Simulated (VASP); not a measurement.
Input of a VASP 6.6.1 run:

INCAR

```
PREC = Accurate ; ENCUT = 520
EDIFF = 1E-6 ; ISMEAR = -1
SIGMA = 0.1 ; LREAL = False
LASPH = True ; NELM = 80
ALGO = Normal ; ISIF = 2
LWAVE = False ; LCHARG = False
GGA = PS ; NBANDS = 22
```

File KPOINTS:

```
regular mesh
0
Gamma
  12 12 7
```

File POSCAR:

```
Bi
1.0
    3.3217816452      0.0000000000      0.0000000000
   -1.6608908226      2.8767472906      0.0000000000
    0.0000000000      0.0000000000      5.5534298496
Bi
2
Direct
    0.3333333333      0.6666666667      0.2500000000
    0.6666666667      0.3333333333      0.7500000000
```

Potentials or basis: VASP PAW PBE potentials, release 64 (Bi_d).

Run with:

```bash
$ cat potpaw_PBE.64/Bi_d/POTCAR > POTCAR
$ mpirun -np 1 vasp_std > vasp.out
```

Task: Estimate the pressure.

Result: 10.2 GPa.

Task: What does it give for the band gap on the k mesh?

Result: Zero (band 15 reaches 15.00 eV, above the bottom of band 16 at 6.90 eV).

Caveat: the PAW data sets were made with another functional, which shifts forces and pressure a little; spin-orbit coupling is left out, which moves the levels of the heavy elements.
